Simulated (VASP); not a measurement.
# B (Fd-3m) in VASP: a series of runs

B is run at these levels: revPBE; tasks: single point.

Program: VASP 6.6.1. These are calculated values, not measurements. Logs are shortened: lines on timing, memory, paths and dates and some standing lists are left out, and cuts for length are marked.

**1. The cell of the first run**

The structure is cubic, space group Fd-3m (No. 227). Conventional cell: a = 4.072 Å, b = 4.072 Å, c = 4.072 Å, α = 90.00°, β = 90.00°, γ = 90.00°. B (site symmetry -43m) has 4 B at 1.76 Å within 2.3 Å.

**2. Single point, revPBE**

INCAR

```
SYSTEM = B
  PREC = Accurate
  ENCUT = 520
  EDIFF = 1E-7
  ISMEAR = -1
  SIGMA = 0.1
  LREAL = .False.
  LASPH = .True.
  NELM = 60
  ALGO = Normal
  ISIF = 2
  LWAVE = .False.
  LCHARG = .True.
  GGA = RE
  LELF = .True.
  LVHAR = .True.
  NBANDS = 10
```

KPOINTS

```
regular mesh
0
Gamma
  13 13 13
  0 0 0
```

POSCAR

```
B
1.0
    0.0000000000      2.0359642158      2.0359642158
    2.0359642158      0.0000000000      2.0359642158
    2.0359642158      2.0359642158      0.0000000000
B
2
Direct
    0.1250000000      0.1250000000      0.1250000000
    0.8750000000      0.8750000000      0.8750000000
```

Potentials or basis: VASP PAW PBE potentials, release 64 (B).

Command:

```console
> cat potpaw_PBE.64/B/POTCAR > POTCAR
> mpirun -np 1 vasp_std > vasp.out
```

OUTCAR:

```text
SYSTEM = B
   PREC = Accurate
   ENCUT = 520
   EDIFF = 1E-7
   ISMEAR = -1
   LREAL = .False.
   LASPH = .True.
   NELM = 60
   ISIF = 2
   GGA = RE

 ion  position               nearest neighbor table
   1  0.125  0.125  0.125-   2 1.76   2 1.76   2 1.76   2 1.76
   2  0.875  0.875  0.875-   1 1.76   1 1.76   1 1.76   1 1.76

  LATTYP: Found a face centered cubic cell.
 ALAT       =     4.0719284316

  Lattice vectors:

 A1 = (   0.0000000000,   2.0359642158,   2.0359642158)
 A2 = (   2.0359642158,   0.0000000000,   2.0359642158)
 A3 = (   2.0359642158,   2.0359642158,   0.0000000000)

Analysis of symmetry for initial positions (statically):
=====================================================================
 Subroutine PRICEL returns:
 Original cell was already a primitive cell.

 Routine SETGRP: Setting up the symmetry group for a
 face centered cubic supercell.

 Subroutine GETGRP returns: Found 48 space group operations
 (whereof 12 operations were pure point group operations)
 out of a pool of 48 trial point group operations.

The static configuration has the point symmetry D_3d.
 The point group associated with its full space group is O_h .

Analysis of symmetry for dynamics (positions and initial velocities):
=====================================================================
 Subroutine PRICEL returns:
 Original cell was already a primitive cell.

 Routine SETGRP: Setting up the symmetry group for a
 face centered cubic supercell.

 Subroutine GETGRP returns: Found 48 space group operations
 (whereof 12 operations were pure point group operations)
 out of a pool of 48 trial point group operations.

The dynamic configuration has the point symmetry D_3d.
 The point group associated with its full space group is O_h .

 Subroutine INISYM returns: Found 48 space group operations
 (whereof 12 operations are pure point group operations),
 and found     1 'primitive' translations

----------------------------------------------------------------------------------------

                                     Primitive cell

  volume of cell :      16.8788

  direct lattice vectors                    reciprocal lattice vectors
     0.000000000  2.035964216  2.035964216    -0.245583884  0.245583884  0.245583884
     2.035964216  0.000000000  2.035964216     0.245583884 -0.245583884  0.245583884
     2.035964216  2.035964216  0.000000000     0.245583884  0.245583884 -0.245583884

  length of vectors
     2.879288206  2.879288206  2.879288206     0.425363765  0.425363765  0.425363765

  position of ions in fractional coordinates (direct lattice)
     0.125000000  0.125000000  0.125000000
     0.875000000  0.875000000  0.875000000

  ion indices of the primitive-cell ions
   primitive index   ion index
                 1           1
                 2           2

----------------------------------------------------------------------------------------

 KPOINTS: regular mesh

Automatic generation of k-mesh.
 Grid dimensions read from file:
 generate k-points for:   13   13   13

 Generating k-lattice:

  Cartesian coordinates                     Fractional coordinates (reciprocal lattice)
    -0.018891068  0.018891068  0.018891068     0.076923077  0.000000000  0.000000000
     0.018891068 -0.018891068  0.018891068     0.000000000  0.076923077  0.000000000
     0.018891068  0.018891068 -0.018891068     0.000000000  0.000000000  0.076923077

  Length of vectors
     0.032720290  0.032720290  0.032720290

  Shift w.r.t. Gamma in fractional coordinates (k-lattice)
     0.000000000  0.000000000  0.000000000

 Subroutine IBZKPT returns following result:
 ===========================================

 Found     84 irreducible k-points:

 Following reciprocal coordinates:
            Coordinates               Weight
  0.000000  0.000000  0.000000      1.000000
  0.076923  0.000000  0.000000      8.000000
  0.153846  0.000000  0.000000      8.000000
  0.230769  0.000000  0.000000      8.000000
  0.307692  0.000000  0.000000      8.000000
  0.384615  0.000000  0.000000      8.000000
[... 16 lines left out ...]
  0.384615  0.153846  0.000000     24.000000
  0.461538  0.153846  0.000000     24.000000
 [... further k-points ...]
   k-points           NKPTS =     84   k-points in BZ     NKDIM =     84   number of bands    NBANDS=     10
   number of dos      NEDOS =    301   number of ions     NIONS =      2
   total plane-waves  NPLWV =  13824
   dimension x,y,z NGX =    24 NGY =   24 NGZ =   24
   dimension x,y,z NGXF=    48 NGYF=   48 NGZF=   48
   ions per type =               2
   NGX,Y,Z   is equivalent  to a cutoff of  13.86, 13.86, 13.86 a.u.
   NGXF,Y,Z  is equivalent  to a cutoff of  27.71, 27.71, 27.71 a.u.
 SYSTEM =  B
   PREC   = accura    normal or accurate (medium, high low for compatibility)
   ISTART =      0    job   : 0-new  1-cont  2-samecut
   ICHARG =      2    charge: 1-file 2-atom 10-const
   ISPIN  =      1    spin polarized calculation?
   LNONCOLLINEAR =      F non collinear calculations
   LSORBIT =      F    spin-orbit coupling
   LASPH  =      T    aspherical Exc in radial PAW
   ENCUT  =  520.0 eV  38.22 Ry    6.18 a.u.   5.35  5.35  5.35*2*pi/ulx,y,z
   NELM   =     60;   NELMIN=  2; NELMDL= -5     # of ELM steps
   EDIFF  = 0.1E-06   stopping-criterion for ELM
   LREAL  =      F    real-space projection
   EDIFFG = 0.1E-05   stopping-criterion for IOM
   NSW    =      0    number of steps for IOM
   IBRION =     -1    ionic relax: 0-MD 1-quasi-New 2-CG
   NFREE  =      0    steps in history (QN), initial steepest desc. (CG)
   ISIF   =      2    stress and relaxation
   ISYM   =      2    0-nonsym 1-usesym 2-fastsym
   POTIM  = 0.5000    time-step for ionic-motion
   TEBEG  =    0.0;   TEEND  =   0.0 temperature during run
   PSTRESS=    0.0 pullay stress
   NELECT =       6.0000    total number of electrons
   NUPDOWN=      -1.0000    fix difference up-down
   EMIN   =  10.00;   EMAX   =-10.00  energy-range for DOS
   EFERMI =   0.00;   METHOD = LEGACY
   ISMEAR =    -1;   SIGMA  =   0.10  broadening in eV -4-tet -1-fermi 0-gaus
   EFERMI_NEDOS =   21; number of points for ismear=-14 and -15
   IALGO  =     38    algorithm
   IMIX   =      4    mixing-type and parameters
     AMIX     =   0.40;   BMIX     =  1.00
     AMIX_MAG =   1.60;   BMIX_MAG =  1.00
  volume/ion in A,a.u.               =       8.44        56.95
  Fermi-wavevector in a.u.,A,eV,Ry     =   1.159699  2.191512 18.298485  1.344901
  Thomas-Fermi vector in A             =   2.296288
   LORBIT       =      0    0 simple, 1 ext, 2 COOP (PROOUT), +10 PAW based schemes
   GGA     = RE    functional components
   LHFCALC =     F    Hartree Fock is set to
   AEXX    =    0.0000 exact exchange contribution
   IVDW    =     0    specifies the selected vdW correction
   LEPSILON=     F    determine dielectric tensor
   LRPA    =     F    only Hartree local field effects (RPA)
 non-spin polarized calculation
  energy-cutoff  :      520.00
  volume of cell :       16.88
 maximum number of plane-waves:       466
 NGX is ok and might be reduce to    24
   NGX = 11   NGY = 11   NGZ = 11

 number of electron       6.0000000 magnetization

 Free energy of the ion-electron system (eV)
  ---------------------------------------------------
  ext. energy  EPLUGINS =         0.00000000
  ---------------------------------------------------
  free energy    TOTEN  =       -11.09242273 eV

  energy without entropy =      -11.06654968  energy(sigma->0) =      -11.07948620

 E-fermi :   3.7278     XC(G=0): -11.1138

 val. band max:        3.7010927487   @ k =  -0.4615   0.1538   0.0000
 cond. band min:       3.7368182897   @ k =   0.4615   0.2308   0.0000
 fundamental gap:      0.0357255410
 Fermi energy:         3.7278183760

 k-point     1 :       0.0000    0.0000    0.0000
  band No.  band energies     occupation
      1      -9.1017      2.00000
      2       7.7247      0.00000
      3       7.7247      0.00000
      4       7.7247      0.00000
      5      11.8335      0.00000
      6      11.8335      0.00000
      7      11.8335      0.00000
      8      19.9352      0.00000
      9      22.3180      0.00000
     10      26.4370      0.00000

 k-point     2 :       0.0769    0.0000    0.0000
  band No.  band energies     occupation
      1      -8.9743      2.00000
      2       6.8253      0.00000
      3       7.4802      0.00000
      4       7.4802      0.00000
      5      12.1550      0.00000
      6      12.1550      0.00000
      7      12.4310      0.00000
      8      19.9296      0.00000
      9      22.5503      0.00000
     10      24.9510      0.00000

 k-point     3 :       0.1538    0.0000    0.0000
  band No.  band energies     occupation
      1      -8.5932      2.00000
      2       4.9791      0.00001
      3       6.9458      0.00000
      4       6.9458      0.00000
      5      12.8568      0.00000
      6      12.8568      0.00000
      7      13.4237      0.00000
      8      19.9037      0.00000
      9      23.0702      0.00000
     10      23.7208      0.00000

 k-point     4 :       0.2308    0.0000    0.0000
  band No.  band energies     occupation
      1      -7.9610      2.00000
      2       2.9036      1.99947
      3       6.3840      0.00000
      4       6.3840      0.00000
      5      13.5092      0.00000
      6      13.5092      0.00000
      7      14.2408      0.00000
      8      19.8324      0.00000
      9      23.3254      0.00000
     10      23.4551      0.00000
[... 222 lines left out ...]
 k-point    22 :       0.3077    0.1538    0.0000
  band No.  band energies     occupation
      1      -7.2492      2.00000
      2       2.4186      2.00000
      3       4.6981      0.00012
      4       5.3736      0.00000
      5      12.0926      0.00000
      6      15.9429      0.00000
      7      15.9656      0.00000
      8      16.8173      0.00000
      9      23.9898      0.00000
     10      24.4327      0.00000

 k-point    23 :       0.3846    0.1538    0.0000
  band No.  band energies     occupation
      1      -6.2988      2.00000
      2       0.4971      2.00000
      3       4.4677      0.00122
      4       4.7314      0.00009
      5      12.5335      0.00000
      6      16.0384      0.00000
      7      16.3478      0.00000
      8      17.4208      0.00000
      9      23.8649      0.00000
     10      25.2928      0.00000

 k-point    24 :       0.4615    0.1538    0.0000
  band No.  band energies     occupation
      1      -5.1350      2.00000
      2      -1.3122      2.00000
      3       4.1483      0.02942
      4       4.4496      0.00147
      5      12.7642      0.00000
      6      15.8178      0.00000
      7      16.7114      0.00000
      8      18.4966      0.00000
      9      23.4068      0.00000
     10      26.4382      0.00000

 [... further k-points ...]
[... 5 lines left out ...]
  --------------------------------------------------------------------------------------
  -------------------------------------------------------------------------------------
  Total       -0.0091745     -0.0091745     -0.0091745     -0.0000000      0.0000000     -0.0000000
  in kB       -0.8708732     -0.8708732     -0.8708732     -0.0000000      0.0000000     -0.0000000
  external PRESSURE =      -0.8708732 kB  Pullay stress =       0.0000000 kB

 VOLUME and BASIS-vectors are now :
 -----------------------------------------------------------------------------
  energy-cutoff  :      520.00
  volume of cell :       16.88
      direct lattice vectors                 reciprocal lattice vectors
     0.000000000  2.035964216  2.035964216    -0.245583884  0.245583884  0.245583884
     2.035964216  0.000000000  2.035964216     0.245583884 -0.245583884  0.245583884
     2.035964216  2.035964216  0.000000000     0.245583884  0.245583884 -0.245583884

 POSITION                                       TOTAL-FORCE (eV/Angst)
 -----------------------------------------------------------------------------------
      0.50899      0.50899      0.50899         0.000000      0.000000      0.000000
      3.56294      3.56294      3.56294        -0.000000     -0.000000     -0.000000
 -----------------------------------------------------------------------------------
    total drift:                                0.000000      0.000000      0.000000

  FREE ENERGIE OF THE ION-ELECTRON SYSTEM (eV)
  ---------------------------------------------------
  free  energy   TOTEN  =       -11.0924227274 eV

  energy  without entropy=      -11.0665496819  energy(sigma->0) =      -11.07948620
```

Run time: 5 s. Hardware: 1 thread of Intel Xeon 6975P-C, shared host; peak memory 0.13 GiB.

Results:

| Quantity | Value |
| --- | --- |
| Free energy | -11.0924 eV |
| Pressure | -0.1 GPa |
| Band gap on the k mesh | zero (band 3 reaches 7.72 eV, above the bottom of band 4 at 1.19 eV) |

Caveat: the PAW data sets were made with another functional, which shifts forces and pressure a little.

**3. Single point, revPBE (volume scaled by 0.88)**

INCAR

```
SYSTEM = B
  ALGO = Normal
  EDIFF = 1E-6
  ENCUT = 520
  GGA = RE
  ISIF = 2
  ISMEAR = -1
  LASPH = .True.
  LCHARG = .False.
  LREAL = .False.
  LWAVE = .False.
  NBANDS = 10
  NELM = 80
  PREC = Accurate
  SIGMA = 0.1
```

KPOINTS

```
k-points
0
Gamma
  15 15 15
  0 0 0
```

POSCAR

```
B
1.0
    0.0000000000      1.9510318744      1.9510318744
    1.9510318744      0.0000000000      1.9510318744
    1.9510318744      1.9510318744      0.0000000000
B
2
Direct
    0.1250000000      0.1250000000      0.1250000000
    0.8750000000      0.8750000000      0.8750000000
```

Potentials or basis: VASP PAW PBE potentials, release 64 (B).

Command:

```console
> cat potpaw_PBE.64/B/POTCAR > POTCAR
> mpirun -np 1 vasp_std > vasp.out
```

It took 5.8 s on 1 thread of Intel Xeon 6975P-C, shared host; peak memory 0.14 GiB.

Results (log left out):

| Item | Value |
| --- | --- |
| Free energy | -10.9312 eV |
| Pressure | 27.3 GPa |
| Band gap on the k mesh | zero (band 3 reaches 9.19 eV, above the bottom of band 4 at 1.72 eV) |

Levels at points of the mesh, in eV from the Fermi level:
```tsv
k point	band 1	band 2	band 3	band 4	band 5	band 6	band 7
(0.00, 0.00, 0.00)	-13.77	4.45	4.45	4.45	8.79	8.79	8.79
```

Caveat: the PAW data sets were made with another functional, which shifts forces and pressure a little.

**4. Single point, revPBE (volume scaled by 0.92)**

INCAR

```
  PREC = Accurate
  ENCUT = 520
  EDIFF = 1E-6
  ISMEAR = -1
  SIGMA = 0.1
  LREAL = False
  LASPH = True
  NELM = 80
  ALGO = Normal
  ISIF = 2
  LWAVE = False
  LCHARG = True
  GGA = RE
  LELF = True
  LVHAR = True
  NBANDS = 10
```

KPOINTS

```
regular mesh
0
Gamma
  15 15 15
```

POSCAR

```
B
1.0
    0.0000000000      1.9801560469      1.9801560469
    1.9801560469      0.0000000000      1.9801560469
    1.9801560469      1.9801560469      0.0000000000
B
2
Direct
    0.1250000000      0.1250000000      0.1250000000
    0.8750000000      0.8750000000      0.8750000000
```

Command:

```console
> cat potpaw_PBE.64/B/POTCAR > POTCAR
> mpirun -np 1 vasp_std > vasp.out
```

It took 6.3 s on 1 thread of Intel Xeon 6975P-C, shared host; peak memory 0.14 GiB.

The run converged. Its results:

```yaml
Free_energy: -11.0231 eV
Pressure: 16.4 GPa
Band_gap_on_the_k_mesh: zero (band 3 reaches 8.67 eV, above the bottom of band 4 at 1.51 eV)
```

Levels at points of the mesh, in eV from the Fermi level:
```
           k point  band 1  band 2  band 3  band 4  band 5  band 6  band 7
(0.00, 0.00, 0.00)  -13.43    4.29    4.29    4.29    8.55    8.55    8.55
```

Caveat: the PAW data sets were made with another functional, which shifts forces and pressure a little.

**5. Single point, revPBE (volume scaled by 0.96)**

INCAR

```
SYSTEM = B
PREC = Accurate
ENCUT = 520
EDIFF = 1E-6
ISMEAR = -1
SIGMA = 0.1
LREAL = .FALSE.
LASPH = .TRUE.
NELM = 100
ALGO = Normal
ISIF = 2
LWAVE = .FALSE.
LCHARG = .FALSE.
GGA = RE
NBANDS = 10
```

KPOINTS

```
Automatic mesh
0
G
  15 15 15
  0 0 0
```

POSCAR

```
B
1.0
    0.0000000000      2.0084478128      2.0084478128
    2.0084478128      0.0000000000      2.0084478128
    2.0084478128      2.0084478128      0.0000000000
B
2
Direct
    0.1250000000      0.1250000000      0.1250000000
    0.8750000000      0.8750000000      0.8750000000
```

Command:

```console
> cat potpaw_PBE.64/B/POTCAR > POTCAR
> mpirun -np 1 vasp_std > vasp.out
```

It took 5.9 s on 1 thread of Intel Xeon 6975P-C, shared host; peak memory 0.14 GiB.

The run converged. Its results:

```yaml
Free_energy: -11.0732 eV
Pressure: 7.4 GPa
Band_gap_on_the_k_mesh: zero (band 3 reaches 8.18 eV, above the bottom of band 4 at 1.32 eV)
```

Levels at points of the mesh, in eV from the Fermi level:
```
           k point  band 1  band 2  band 3  band 4  band 5  band 6  band 7
(0.00, 0.00, 0.00)  -13.12    4.14    4.14    4.14    8.32    8.32    8.32
```

Caveat: the PAW data sets were made with another functional, which shifts forces and pressure a little.

**6. Summary**

```csv
cell,k mesh,gap on the mesh (eV),pressure (GPa)
"a = 2.879 Å, angles 60.0°, 2 atoms",13 × 13 × 13,none,-0.1
"a = 2.759 Å, angles 60.0°, 2 atoms",15 × 15 × 15,none,27.3
"a = 2.800 Å, angles 60.0°, 2 atoms",15 × 15 × 15,none,16.4
"a = 2.840 Å, angles 60.0°, 2 atoms",15 × 15 × 15,none,7.4
```

Alike in all rows: task single point; level revPBE; potentials or basis VASP PAW PBE potentials, release 64 (B); no spin polarisation; cutoff (eV) 520; smearing fermi-dirac 0.1 eV.

Caveats: the PAW data sets were made with another functional, which shifts forces and pressure a little.

Absolute energies hang on the potentials; compare differences alone.
